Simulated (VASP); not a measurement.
CdAg, 2 atoms in the cell. Symmetry: Cmmm, No. 65, orthorhombic system. The conventional cell has a = 3.361 Å, b = 4.799 Å, c = 4.693 Å, α = 90.00°, β = 90.00°, γ = 90.00°. Cd (site symmetry mmm) has 8 Ag at 2.89 to 3.36 Å and 6 Cd at 2.93 to 3.36 Å within 3.8 Å. Ag (site symmetry mmm) has 8 Cd at 2.89 to 3.36 Å and 6 Ag at 2.93 to 3.36 Å within 3.8 Å. 

* Program: VASP 6.6.1
* Task: single point
* Functional: PBEsol
* Potentials or basis: VASP PAW PBE potentials, release 64 (Cd, Ag)
* Cutoff: 520 eV
* k mesh: 10 × 10 × 6
* Occupations: methfessel-paxton, width 0.15 eV
* Spin: no spin polarisation
* Dipole correction: no
* Further INCAR settings: ALGO = Normal; EDIFF = 1e-06; NBANDS = 18

Potentials or basis: VASP PAW PBE potentials, release 64 (Cd, Ag).

Launch:

```bash
$ cat potpaw_PBE.64/Cd/POTCAR potpaw_PBE.64/Ag/POTCAR > POTCAR
$ mpirun -np 1 vasp_std > vasp.out
```

Hardware: 1 thread of Intel Xeon 8259CL (shared host).

Question: Estimate the wall time of this run.

Answer: Wall time 84 s on 1 thread of Intel Xeon 8259CL (shared host), peak memory 0.22 GiB. Counts: scf iterations 12, k points 124.
